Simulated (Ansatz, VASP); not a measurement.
Al: VASP beside Ansatz

```
Al
1.0
     0.00000    1.99663    1.99663
     1.99663    0.00000    1.99663
     1.99663    1.99663    0.00000
Al
1
Direct
  0.00000 0.00000 0.00000
```

Change from the starting cell: functional lda, volume scaled by 0.96.

Alike in both runs: task single point; functional LDA; k mesh 14 × 14 × 14; occupations fermi-dirac, width 0.05 eV; no spin polarisation.

```csv
,VASP,Ansatz
version,VASP 6.6.1,Ansatz 0.2.0
potentials or method,"VASP PAW LDA potentials, release 64 (Al), cutoff 520 eV","all-electron LAPW, scalar-relativistic"
```

```csv
,VASP,Ansatz,Ansatz less VASP
pressure (GPa),-0.8,-0.8,-0.06
```

LDA's correlation is that of Perdew and Zunger in VASP and of Perdew and Wang (1992) in Ansatz. Ansatz ran all-electron here, and VASP with PAW potentials.
